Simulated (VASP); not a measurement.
Here is a VASP 6.6.1 calculation.

File INCAR:

```
PREC     = Accurate       # precision mode
ENCUT    = 600            # plane-wave cutoff, eV
EDIFF    = 1E-6           # SCF threshold, eV
ISMEAR   = 0              # smearing method
SIGMA    = 0.1            # smearing width, eV
LREAL    = F              # projectors in reciprocal space
LASPH    = T              # aspherical terms in the spheres
NELM     = 80             # most SCF steps
ALGO     = Normal         # electronic algorithm
ISIF     = 3              # what is computed and relaxed
LWAVE    = F              # write WAVECAR
LCHARG   = F              # write CHGCAR
GGA      = PE             # functional
IBRION   = 2              # ionic algorithm
NSW      = 90             # ionic steps
EDIFFG   = -0.04          # ionic threshold
```

The input KPOINTS:

```
Automatic mesh
0
Gamma
  6 6 4
```

Contents of POSCAR:

```
LiYHg
1.0
    3.4805017652      0.0000000000      0.0000000000
    0.0000000000      3.4805017652      0.0000000000
    0.0000000000      0.0000000000      5.8076837287
Li Y Hg
1 1 1
Direct
    0.0000000000      0.0000000000      0.0000000000
    0.0000000000      0.0000000000      0.5000000000
    0.5000000000      0.5000000000      0.0000000000
```

Potentials or basis: VASP PAW PBE potentials, release 64 (Li_sv, Y_sv, Hg).

Run with:

```bash
$ cat potpaw_PBE.64/Li_sv/POTCAR potpaw_PBE.64/Y_sv/POTCAR potpaw_PBE.64/Hg/POTCAR > POTCAR
$ mpirun -np 1 vasp_std > vasp.out
```

Problem. What does it give for the band gap on the k mesh?

Solution. Zero (band 13 reaches 3.28 eV, above the bottom of band 14 at 1.70 eV).

Problem. Predict the space group after relaxing (to 0.05 Å).

Solution. P4/mmm (No. 123).

Problem. What does it give for the relaxed cell?

Solution. a = 3.552 Å, b = 3.552 Å, c = 5.506 Å, α = 90.00°, β = 90.00°, γ = 90.00°.

Problem. Predict the relaxed volume.

Solution. 23.16 Å³/atom.

Final structure:
```yaml
crystal:
  lattice:
    - [3.55246, 0.00000, 0.00000]
    - [0.00000, 3.55246, 0.00000]
    - [0.00000, 0.00000, 5.50649]
  atoms:
    - { symbol: Li, position: [0.00000, 0.00000, 0.00000] }
    - { symbol: Y, position: [0.00000, 0.00000, 0.50000] }
    - { symbol: Hg, position: [0.50000, 0.50000, 0.00000] }
```

Caveat: the cutoff is under 1.25 times the usual one of these potentials, so pressure, stress and relaxed cells hold a basis-set (Pulay) error; spin-orbit coupling is left out, which moves the levels of the heavy elements.
